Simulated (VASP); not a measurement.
# LiH (rocksalt type) in VASP: notebook, part 2 of 2

VASP 6.6.1. Earlier steps stand in the parts before.

## Step 4: Single point, PBE (xy shear strain of -1 %)

INCAR reads:

```
SYSTEM = LiH
PREC = Accurate
ENCUT = 520
EDIFF = 1E-6
ISMEAR = -1
SIGMA = 0.08
LREAL = .FALSE.
LASPH = .TRUE.
NELM = 60
ALGO = Normal
ISIF = 2
LWAVE = .FALSE.
LCHARG = .FALSE.
GGA = PE
NBANDS = 9
```

KPOINTS reads:

```
regular mesh
0
G
  14 14 14
  0 0 0
```

POSCAR reads:

```
LiH
1.0
   -0.0100174624      2.0034924843      2.0034924843
    2.0034924843     -0.0100174624      2.0034924843
    1.9934750218      1.9934750218      0.0000000000
Li H
1 1
Direct
    0.0000000000      0.0000000000      0.0000000000
    0.5000000000      0.5000000000      0.5000000000
```

Potentials or basis: VASP PAW PBE potentials, release 64 (Li_sv, H).

Started as:

```sh
$ cat potpaw_PBE.64/Li_sv/POTCAR potpaw_PBE.64/H/POTCAR > POTCAR
$ mpirun -np 1 vasp_std > vasp.out
```

OUTCAR:

```text
SYSTEM = LiH
   PREC = Accurate
   ENCUT = 520
   EDIFF = 1E-6
   ISMEAR = -1
   LREAL = .FALSE.
   LASPH = .TRUE.
   NELM = 60
   ISIF = 2
   GGA = PE

 ion  position               nearest neighbor table
   1  0.000  0.000  0.000-
   2  0.500  0.500  0.500-

  LATTYP: Found a body centered orthorhombic cell.
 ALAT       =     2.8191994121
 B/A-ratio  =     1.0100502513
 C/A-ratio  =     1.4213201632

  Lattice vectors:

 A1 = (   0.0100174624,  -2.0034924843,  -2.0034924843)
 A2 = (  -0.0100174625,   2.0034924842,  -2.0034924843)
 A3 = (   2.0034924843,  -0.0100174624,   2.0034924843)

Analysis of symmetry for initial positions (statically):
=====================================================================
 Subroutine PRICEL returns:
 Original cell was already a primitive cell.

 Routine SETGRP: Setting up the symmetry group for a
 body centered orthorhombic supercell.

 Subroutine GETGRP returns: Found  8 space group operations
 (whereof  8 operations were pure point group operations)
 out of a pool of  8 trial point group operations.

The static configuration has the point symmetry D_2h.

Analysis of symmetry for dynamics (positions and initial velocities):
=====================================================================
 Subroutine PRICEL returns:
 Original cell was already a primitive cell.

 Routine SETGRP: Setting up the symmetry group for a
 body centered orthorhombic supercell.

 Subroutine GETGRP returns: Found  8 space group operations
 (whereof  8 operations were pure point group operations)
 out of a pool of  8 trial point group operations.

The dynamic configuration has the point symmetry D_2h.

 Subroutine INISYM returns: Found  8 space group operations
 (whereof  8 operations are pure point group operations),
 and found     1 'primitive' translations

----------------------------------------------------------------------------------------

                                     Primitive cell

  volume of cell :      16.0836

  direct lattice vectors                    reciprocal lattice vectors
    -0.010017462  2.003492484  2.003492484    -0.248322588  0.248322588  0.249564200
     2.003492484 -0.010017462  2.003492484     0.248322588 -0.248322588  0.249564200
     1.993475022  1.993475022  0.000000000     0.250818292  0.250818292 -0.249564200

  length of vectors
     2.833383952  2.833383952  2.819199412     0.430825377  0.430825377  0.433707184

  position of ions in fractional coordinates (direct lattice)
     0.000000000  0.000000000  0.000000000
     0.500000000  0.500000000  0.500000000

  ion indices of the primitive-cell ions
   primitive index   ion index
                 1           1
                 2           2

----------------------------------------------------------------------------------------

 KPOINTS: regular mesh

Automatic generation of k-mesh.
 Grid dimensions read from file:
 generate k-points for:   14   14   14

 Generating k-lattice:

  Cartesian coordinates                     Fractional coordinates (reciprocal lattice)
    -0.017737328  0.017737328  0.017826014     0.071428571 -0.000000000  0.000000000
     0.017737328 -0.017737328  0.017826014    -0.000000000  0.071428571  0.000000000
     0.017915592  0.017915592 -0.017826014     0.000000000  0.000000000  0.071428571

  Length of vectors
     0.030773241  0.030773241  0.030979085

  Shift w.r.t. Gamma in fractional coordinates (k-lattice)
     0.000000000  0.000000000  0.000000000

 Subroutine IBZKPT returns following result:
 ===========================================

 Found    428 irreducible k-points:

 Following reciprocal coordinates:
            Coordinates               Weight
  0.000000  0.000000  0.000000      1.000000
  0.071429 -0.000000  0.000000      4.000000
  0.142857 -0.000000  0.000000      4.000000
  0.214286 -0.000000  0.000000      4.000000
  0.285714 -0.000000  0.000000      4.000000
  0.357143 -0.000000  0.000000      4.000000
[... 16 lines left out ...]
  0.214286  0.142857  0.000000      4.000000
  0.285714  0.142857  0.000000      4.000000
 [... further k-points ...]
   k-points           NKPTS =    428   k-points in BZ     NKDIM =    428   number of bands    NBANDS=      9
   number of dos      NEDOS =    301   number of ions     NIONS =      2
   total plane-waves  NPLWV =  13824
   dimension x,y,z NGX =    24 NGY =   24 NGZ =   24
   dimension x,y,z NGXF=    48 NGYF=   48 NGZF=   48
   ions per type =               1   1
   NGX,Y,Z   is equivalent  to a cutoff of  14.08, 14.08, 14.15 a.u.
   NGXF,Y,Z  is equivalent  to a cutoff of  28.16, 28.16, 28.31 a.u.
 SYSTEM =  LiH
   PREC   = accura    normal or accurate (medium, high low for compatibility)
   ISTART =      0    job   : 0-new  1-cont  2-samecut
   ICHARG =      2    charge: 1-file 2-atom 10-const
   ISPIN  =      1    spin polarized calculation?
   LNONCOLLINEAR =      F non collinear calculations
   LSORBIT =      F    spin-orbit coupling
   LASPH  =      T    aspherical Exc in radial PAW
   ENCUT  =  520.0 eV  38.22 Ry    6.18 a.u.   5.27  5.27  5.24*2*pi/ulx,y,z
   NELM   =     60;   NELMIN=  2; NELMDL= -5     # of ELM steps
   EDIFF  = 0.1E-05   stopping-criterion for ELM
   LREAL  =      F    real-space projection
   EDIFFG = 0.1E-04   stopping-criterion for IOM
   NSW    =      0    number of steps for IOM
   IBRION =     -1    ionic relax: 0-MD 1-quasi-New 2-CG
   NFREE  =      0    steps in history (QN), initial steepest desc. (CG)
   ISIF   =      2    stress and relaxation
   ISYM   =      2    0-nonsym 1-usesym 2-fastsym
   POTIM  = 0.5000    time-step for ionic-motion
   TEBEG  =    0.0;   TEEND  =   0.0 temperature during run
   PSTRESS=    0.0 pullay stress
   NELECT =       4.0000    total number of electrons
   NUPDOWN=      -1.0000    fix difference up-down
   EMIN   =  10.00;   EMAX   =-10.00  energy-range for DOS
   EFERMI =   0.00;   METHOD = LEGACY
   ISMEAR =    -1;   SIGMA  =   0.08  broadening in eV -4-tet -1-fermi 0-gaus
   EFERMI_NEDOS =   21; number of points for ismear=-14 and -15
   IALGO  =     38    algorithm
   IMIX   =      4    mixing-type and parameters
     AMIX     =   0.40;   BMIX     =  1.00
     AMIX_MAG =   1.60;   BMIX_MAG =  1.00
  volume/ion in A,a.u.               =       8.04        54.27
  Fermi-wavevector in a.u.,A,eV,Ry     =   1.029518  1.945507 14.420922  1.059908
  Thomas-Fermi vector in A             =   2.163570
   LORBIT       =      0    0 simple, 1 ext, 2 COOP (PROOUT), +10 PAW based schemes
   GGA     = PE    functional components
   LHFCALC =     F    Hartree Fock is set to
   AEXX    =    0.0000 exact exchange contribution
   IVDW    =     0    specifies the selected vdW correction
   LEPSILON=     F    determine dielectric tensor
   LRPA    =     F    only Hartree local field effects (RPA)
 non-spin polarized calculation
  energy-cutoff  :      520.00
  volume of cell :       16.08
 maximum number of plane-waves:       448
 NGX is ok and might be reduce to    24
   NGX = 11   NGY = 11   NGZ = 11

 number of electron       3.9999996 magnetization

 Free energy of the ion-electron system (eV)
  ---------------------------------------------------
  ext. energy  EPLUGINS =         0.00000000
  ---------------------------------------------------
  free energy    TOTEN  =        -6.12683419 eV

  energy without entropy =       -6.12683419  energy(sigma->0) =       -6.12683419

 E-fermi :   1.6109     XC(G=0):  -8.5155

 val. band max:        0.0976486039   @ k =   0.5000  -0.0000   0.5000
 cond. band min:       3.0748095193   @ k =   0.5000   0.5000   0.0000
 fundamental gap:      2.9771609153
 Fermi energy:         1.6109157464

 k-point     1 :       0.0000    0.0000    0.0000
  band No.  band energies     occupation
      1     -44.1934      2.00000
      2      -5.3408      2.00000
      3      16.2055      0.00000
      4      17.8556      0.00000
      5      17.9951      0.00000
      6      18.1455      0.00000
      7      22.5383      0.00000
      8      22.7208      0.00000
      9      22.8983      0.00000

 k-point     2 :       0.0714   -0.0000    0.0000
  band No.  band energies     occupation
      1     -44.1912      2.00000
      2      -5.2512      2.00000
      3      15.3899      0.00000
      4      17.3403      0.00000
      5      17.7377      0.00000
      6      17.9284      0.00000
      7      22.1509      0.00000
      8      23.1097      0.00000
      9      23.3526      0.00000
[... 253 lines left out ...]
 k-point    24 :       0.2857    0.1429    0.0000
  band No.  band energies     occupation
      1     -44.1662      2.00000
      2      -4.0221      2.00000
      3      10.1121      0.00000
      4      13.2982      0.00000
      5      14.3198      0.00000
      6      17.8573      0.00000
      7      20.0277      0.00000
      8      23.8684      0.00000
      9      26.2286      0.00000

 [... further k-points ...]
[... 5 lines left out ...]
  --------------------------------------------------------------------------------------
  -------------------------------------------------------------------------------------
  Total       -0.0246305     -0.0246305     -0.0253323      0.0488265     -0.0000000     -0.0000000
  in kB       -2.4535887     -2.4535887     -2.5234965      4.8638882     -0.0000000     -0.0000000
  external PRESSURE =      -2.4768913 kB  Pullay stress =       0.0000000 kB

 VOLUME and BASIS-vectors are now :
 -----------------------------------------------------------------------------
  energy-cutoff  :      520.00
  volume of cell :       16.08
      direct lattice vectors                 reciprocal lattice vectors
    -0.010017462  2.003492484  2.003492484    -0.248322588  0.248322588  0.249564200
     2.003492484 -0.010017462  2.003492484     0.248322588 -0.248322588  0.249564200
     1.993475022  1.993475022  0.000000000     0.250818292  0.250818292 -0.249564200

 POSITION                                       TOTAL-FORCE (eV/Angst)
 -----------------------------------------------------------------------------------
      0.00000      0.00000      0.00000         0.000000     -0.000000      0.000000
      1.99348      1.99348      2.00349        -0.000000      0.000000      0.000000
 -----------------------------------------------------------------------------------
    total drift:                                0.000000     -0.000000     -0.000000

  FREE ENERGIE OF THE ION-ELECTRON SYSTEM (eV)
  ---------------------------------------------------
  free  energy   TOTEN  =        -6.1268341886 eV

  energy  without entropy=       -6.1268341884  energy(sigma->0) =       -6.12683419
```

stdout:

```text
POSCAR found type information on POSCAR LiH
 POSCAR found :  2 types and       2 ions
 scaLAPACK will be used
 LDA part: xc-table for (Slater+PW92), standard interpolation
 POSCAR, INCAR and KPOINTS ok, starting setup
 FFT: planning ... GRIDC
 FFT: planning ... GRID_SOFT
 FFT: planning ... GRID
 WAVECAR not read
 entering main loop
```

Wall time 57 s (1 thread of Intel Xeon 8259CL, shared host); peak memory 0.18 GiB.

Results:

* Free energy: -6.1268 eV
* Band gap on the k mesh: 2.98 eV, indirect (the least direct gap lies 0.5 meV higher)

Caveat: the cell differs from its parent crystal (xy shear strain of -1 %); the cutoff is under 1.25 times the usual one of these potentials, so pressure, stress and relaxed cells hold a basis-set (Pulay) error.
